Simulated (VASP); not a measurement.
# SiB5 (Pmmm) in VASP: single point with PBE

Aim: the single point of SiB5 with PBE.

Everything below comes from runs of VASP 6.6.1. Logs are shortened: lines on timing, memory, paths and dates and some standing lists are left out, and cuts for length are marked.

### 1 The cell of the first run

The structure is orthorhombic, space group Pmmm (No. 47). The conventional cell has a = 2.975 Å, b = 3.897 Å, c = 5.048 Å, α = 90.00°, β = 90.00°, γ = 90.00°. Si (site symmetry mmm) has 12 B at 2.56 to 2.59 Å and 2 Si at 2.97 Å within 3.4 Å. Within 2.2 Å of B (site symmetry mm2) lie 4 B at 1.65 to 1.70 Å. Within 2.3 Å of B (site symmetry mmm) lie 6 B at 1.70 to 1.72 Å. Within 2.3 Å of B (site symmetry mm2) lie 5 B at 1.70 to 1.74 Å.

### 2 Single point, PBE

Contents of INCAR:

```
SYSTEM = SiB5
PREC     = Accurate       ! precision mode
ENCUT    = 500            ! plane-wave cutoff, eV
EDIFF    = 1E-6           ! SCF threshold, eV
ISMEAR   = 0              ! smearing method
SIGMA    = 0.2            ! smearing width, eV
LREAL    = .False.        ! projectors in reciprocal space
LASPH    = .True.         ! aspherical terms in the spheres
NELM     = 120            ! most SCF steps
ALGO     = Normal         ! electronic algorithm
ISIF     = 2              ! what is computed and relaxed
LWAVE    = .False.        ! write WAVECAR
LCHARG   = .False.        ! write CHGCAR
GGA      = PE             ! functional
NBANDS   = 18             ! bands
GGA_COMPAT= .False.
```

Contents of KPOINTS:

```
regular mesh
0
Gamma
  5 5 3
  0 0 0
```

Contents of POSCAR:

```
SiB5
1.0
    2.9749466956      0.0000000000      0.0000000000
    0.0000000000      3.8968808378      0.0000000000
    0.0000000000      0.0000000000      5.0482640740
Si B
1 5
Direct
    0.0000000000      0.5000000000      0.0000000000
    0.5000000000      0.0000000000      0.1631538526
    0.5000000000      0.0000000000      0.5000000000
    0.5000000000      0.0000000000      0.8368461474
    0.0000000000      0.0000000000      0.6724899135
    0.0000000000      0.0000000000      0.3275100865
```

Potentials or basis: VASP PAW PBE potentials, release 64 (Si, B).

Started as:

```console
cat potpaw_PBE.64/Si/POTCAR potpaw_PBE.64/B/POTCAR > POTCAR
mpirun -np 1 vasp_std > vasp.out
```

OUTCAR:

```text
SYSTEM = SiB5
   PREC = Accurate
   ENCUT = 500
   EDIFF = 1E-6
   ISMEAR = 0
   LREAL = .False.
   LASPH = .True.
   NELM = 120
   ISIF = 2
   GGA = PE

 ion  position               nearest neighbor table
   1  0.000  0.500  0.000-   5 2.56   6 2.56   5 2.56   6 2.56   2 2.59   4 2.59   2 2.59   4 2.59
                             2 2.59   4 2.59   2 2.59   4 2.59
   2  0.500  0.000  0.163-   4 1.65   3 1.70   6 1.70   6 1.70   1 2.59   1 2.59   1 2.59   1 2.59

   3  0.500  0.000  0.500-   2 1.70   4 1.70   5 1.72   6 1.72   5 1.72   6 1.72
   4  0.500  0.000  0.837-   2 1.65   3 1.70   5 1.70   5 1.70   1 2.59   1 2.59   1 2.59   1 2.59

   5  0.000  0.000  0.672-   4 1.70   4 1.70   3 1.72   3 1.72   6 1.74   1 2.56   1 2.56
   6  0.000  0.000  0.328-   2 1.70   2 1.70   3 1.72   3 1.72   5 1.74   1 2.56   1 2.56

  LATTYP: Found a simple orthorhombic cell.
 ALAT       =     2.9749466956
 B/A-ratio  =     1.3098993819
 C/A-ratio  =     1.6969258916

  Lattice vectors:

 A1 = (   2.9749466956,   0.0000000000,   0.0000000000)
 A2 = (   0.0000000000,   3.8968808378,   0.0000000000)
 A3 = (   0.0000000000,   0.0000000000,   5.0482640740)

Analysis of symmetry for initial positions (statically):
=====================================================================
 Subroutine PRICEL returns:
 Original cell was already a primitive cell.

 Routine SETGRP: Setting up the symmetry group for a
 simple orthorhombic supercell.

 Subroutine GETGRP returns: Found  8 space group operations
 (whereof  8 operations were pure point group operations)
 out of a pool of  8 trial point group operations.

The static configuration has the point symmetry D_2h.

Analysis of symmetry for dynamics (positions and initial velocities):
=====================================================================
 Subroutine PRICEL returns:
 Original cell was already a primitive cell.

 Routine SETGRP: Setting up the symmetry group for a
 simple orthorhombic supercell.

 Subroutine GETGRP returns: Found  8 space group operations
 (whereof  8 operations were pure point group operations)
 out of a pool of  8 trial point group operations.

The dynamic configuration has the point symmetry D_2h.

 Subroutine INISYM returns: Found  8 space group operations
 (whereof  8 operations are pure point group operations),
 and found     1 'primitive' translations

----------------------------------------------------------------------------------------

                                     Primitive cell

  volume of cell :      58.5246

  direct lattice vectors                    reciprocal lattice vectors
     2.974946696  0.000000000  0.000000000     0.336140477  0.000000000  0.000000000
     0.000000000  3.896880838  0.000000000     0.000000000  0.256615494  0.000000000
     0.000000000  0.000000000  5.048264074     0.000000000  0.000000000  0.198087894

  length of vectors
     2.974946696  3.896880838  5.048264074     0.336140477  0.256615494  0.198087894

  position of ions in fractional coordinates (direct lattice)
     0.000000000  0.500000000  0.000000000
     0.500000000  0.000000000  0.163153853
     0.500000000  0.000000000  0.500000000
     0.500000000  0.000000000  0.836846147
     0.000000000  0.000000000  0.672489914
     0.000000000  0.000000000  0.327510086

  ion indices of the primitive-cell ions
   primitive index   ion index
                 1           1
                 2           2
                 3           3
                 4           4
                 5           5
                 6           6

----------------------------------------------------------------------------------------

 KPOINTS: regular mesh

Automatic generation of k-mesh.
 Grid dimensions read from file:
 generate k-points for:    5    5    3

 Generating k-lattice:

  Cartesian coordinates                     Fractional coordinates (reciprocal lattice)
     0.067228095  0.000000000  0.000000000     0.200000000  0.000000000  0.000000000
     0.000000000  0.051323099  0.000000000     0.000000000  0.200000000  0.000000000
     0.000000000  0.000000000  0.066029298     0.000000000  0.000000000  0.333333333

  Length of vectors
     0.067228095  0.051323099  0.066029298

  Shift w.r.t. Gamma in fractional coordinates (k-lattice)
     0.000000000  0.000000000  0.000000000

 Subroutine IBZKPT returns following result:
 ===========================================

 Found     18 irreducible k-points:

 Following reciprocal coordinates:
            Coordinates               Weight
  0.000000  0.000000  0.000000      1.000000
  0.200000  0.000000  0.000000      2.000000
  0.400000  0.000000  0.000000      2.000000
  0.000000  0.200000  0.000000      2.000000
  0.200000  0.200000  0.000000      4.000000
  0.400000  0.200000  0.000000      4.000000
[... 10 lines left out ...]
  0.200000  0.400000  0.333333      8.000000
  0.400000  0.400000  0.333333      8.000000
   k-points           NKPTS =     18   k-points in BZ     NKDIM =     18   number of bands    NBANDS=     18
   number of dos      NEDOS =    301   number of ions     NIONS =      6
   total plane-waves  NPLWV =  26880
   dimension x,y,z NGX =    24 NGY =   28 NGZ =   40
   dimension x,y,z NGXF=    48 NGYF=   56 NGZF=   80
   ions per type =               1   5
   NGX,Y,Z   is equivalent  to a cutoff of  13.41, 11.95, 13.17 a.u.
   NGXF,Y,Z  is equivalent  to a cutoff of  26.82, 23.89, 26.35 a.u.
 SYSTEM =  SiB5
   PREC   = accura    normal or accurate (medium, high low for compatibility)
   ISTART =      0    job   : 0-new  1-cont  2-samecut
   ICHARG =      2    charge: 1-file 2-atom 10-const
   ISPIN  =      1    spin polarized calculation?
   LNONCOLLINEAR =      F non collinear calculations
   LSORBIT =      F    spin-orbit coupling
   LASPH  =      T    aspherical Exc in radial PAW
   ENCUT  =  500.0 eV  36.75 Ry    6.06 a.u.   5.42  7.10  9.20*2*pi/ulx,y,z
   NELM   =    120;   NELMIN=  2; NELMDL= -5     # of ELM steps
   EDIFF  = 0.1E-05   stopping-criterion for ELM
   LREAL  =      F    real-space projection
   EDIFFG = 0.1E-04   stopping-criterion for IOM
   NSW    =      0    number of steps for IOM
   IBRION =     -1    ionic relax: 0-MD 1-quasi-New 2-CG
   NFREE  =      0    steps in history (QN), initial steepest desc. (CG)
   ISIF   =      2    stress and relaxation
   ISYM   =      2    0-nonsym 1-usesym 2-fastsym
   POTIM  = 0.5000    time-step for ionic-motion
   TEBEG  =    0.0;   TEEND  =   0.0 temperature during run
   PSTRESS=    0.0 pullay stress
   NELECT =      19.0000    total number of electrons
   NUPDOWN=      -1.0000    fix difference up-down
   EMIN   =  10.00;   EMAX   =-10.00  energy-range for DOS
   EFERMI =   0.00;   METHOD = LEGACY
   ISMEAR =     0;   SIGMA  =   0.20  broadening in eV -4-tet -1-fermi 0-gaus
   EFERMI_NEDOS =   21; number of points for ismear=-14 and -15
   IALGO  =     38    algorithm
   IMIX   =      4    mixing-type and parameters
     AMIX     =   0.40;   BMIX     =  1.00
     AMIX_MAG =   1.60;   BMIX_MAG =  1.00
  volume/ion in A,a.u.               =       9.75        65.82
  Fermi-wavevector in a.u.,A,eV,Ry     =   1.125157  2.126239 17.224689  1.265979
  Thomas-Fermi vector in A             =   2.261833
   LORBIT       =      0    0 simple, 1 ext, 2 COOP (PROOUT), +10 PAW based schemes
   GGA     = PE    functional components
   LHFCALC =     F    Hartree Fock is set to
   AEXX    =    0.0000 exact exchange contribution
   IVDW    =     0    specifies the selected vdW correction
   LEPSILON=     F    determine dielectric tensor
   LRPA    =     F    only Hartree local field effects (RPA)
 non-spin polarized calculation
 Gauss-broadening in eV      SIGMA  =   0.20
  energy-cutoff  :      500.00
  volume of cell :       58.52
 maximum number of plane-waves:      1506
 NGX is ok and might be reduce to    24
   NGX = 11   NGY = 15   NGZ = 19

 number of electron      19.0000000 magnetization

 Free energy of the ion-electron system (eV)
  ---------------------------------------------------
  ext. energy  EPLUGINS =         0.00000000
  ---------------------------------------------------
  free energy    TOTEN  =       -35.86754800 eV

  energy without entropy =      -35.83226921  energy(sigma->0) =      -35.84990861

 E-fermi :   6.4079     XC(G=0): -10.6747

 val. band max:        6.3953281892   @ k =   0.4000   0.2000   0.3333
 cond. band min:       6.4262861850   @ k =   0.2000   0.2000   0.0000
 fundamental gap:      0.0309579958
 Fermi energy:         6.4079482391

 k-point     1 :       0.0000    0.0000    0.0000
  band No.  band energies     occupation
      1      -9.3959      2.00000
      2      -5.1030      2.00000
      3      -5.0416      2.00000
      4      -0.2995      2.00000
      5      -0.2944      2.00000
      6       2.2753      2.00000
[... 10 lines left out ...]
     17      13.8004      0.00000
     18      15.8143      0.00000

 k-point     2 :       0.2000    0.0000    0.0000
  band No.  band energies     occupation
      1      -8.9045      2.00000
      2      -4.6696      2.00000
      3      -4.5949      2.00000
      4      -2.2235      2.00000
      5       0.3425      2.00000
      6       2.1284      2.00000
[... 10 lines left out ...]
     17      12.5778      0.00000
     18      14.0516      0.00000

 k-point     3 :       0.4000    0.0000    0.0000
  band No.  band energies     occupation
      1      -7.4587      2.00000
      2      -5.1169      2.00000
      3      -3.7445      2.00000
      4      -3.0932      2.00000
      5      -0.5201      2.00000
      6      -0.2977      2.00000
[... 286 lines left out ...]
 k-point    17 :       0.2000    0.4000    0.3333
  band No.  band energies     occupation
      1      -8.1705      2.00000
      2      -6.0899      2.00000
      3      -2.9952      2.00000
      4      -1.8986      2.00000
      5      -1.2231      2.00000
      6       0.3176      2.00000
[... 10 lines left out ...]
     17      13.6195      0.00000
     18      14.0555      0.00000

 k-point    18 :       0.4000    0.4000    0.3333
  band No.  band energies     occupation
      1      -6.8347      2.00000
      2      -4.7406      2.00000
      3      -4.6048      2.00000
      4      -2.2908      2.00000
      5      -1.0255      2.00000
      6      -0.0503      2.00000
[... 10 lines left out ...]
     17      14.1838      0.00000
     18      16.0871      0.00000

------------------------ aborting loop because EDIFF is reached ----------------------------------------

  FORCE on cell =-STRESS in cart. coord.  units (eV):
  Direction    XX          YY          ZZ          XY          YZ          ZX
  --------------------------------------------------------------------------------------
  -------------------------------------------------------------------------------------
  Total       -0.0531475      0.0617832      0.0742379      0.0000000      0.0000000      0.0000000
  in kB       -1.4549743      1.6913843      2.0323467      0.0000000      0.0000000      0.0000000
  external PRESSURE =       0.7562522 kB  Pullay stress =       0.0000000 kB

 VOLUME and BASIS-vectors are now :
 -----------------------------------------------------------------------------
  energy-cutoff  :      500.00
  volume of cell :       58.52
      direct lattice vectors                 reciprocal lattice vectors
     2.974946696  0.000000000  0.000000000     0.336140477  0.000000000  0.000000000
     0.000000000  3.896880838  0.000000000     0.000000000  0.256615494  0.000000000
     0.000000000  0.000000000  5.048264074     0.000000000  0.000000000  0.198087894

 POSITION                                       TOTAL-FORCE (eV/Angst)
 -----------------------------------------------------------------------------------
      0.00000      1.94844      0.00000         0.000000      0.000000      0.000000
      1.48747      0.00000      0.82364         0.000000      0.000000     -0.013374
      1.48747      0.00000      2.52413         0.000000      0.000000      0.000000
      1.48747      0.00000      4.22462         0.000000      0.000000      0.013374
      0.00000      0.00000      3.39491         0.000000      0.000000     -0.019446
      0.00000      0.00000      1.65336         0.000000     -0.000000      0.019446
 -----------------------------------------------------------------------------------
    total drift:                                0.000000     -0.000000     -0.000000

  FREE ENERGIE OF THE ION-ELECTRON SYSTEM (eV)
  ---------------------------------------------------
  free  energy   TOTEN  =       -35.8675479959 eV

  energy  without entropy=      -35.8322692146  energy(sigma->0) =      -35.84990861
```

Run time: 8.3 s. Hardware: 1 thread of Intel Xeon 6975P-C (Granite Rapids), shared host; peak memory 0.16 GiB.

Results:

| Item | Value |
| --- | --- |
| Free energy | -35.8675 eV |
| Pressure | 0.1 GPa |
| Largest force | 0.019 eV/Å |

Forces on the atoms (eV/Å):
```
Si   0.000  0.000  0.000
B    0.000  0.000 -0.013
B    0.000  0.000  0.000
B    0.000  0.000  0.013
B    0.000  0.000 -0.019
B    0.000  0.000  0.019
```

Caveat: the k points lie up to 0.42 Å⁻¹ apart.
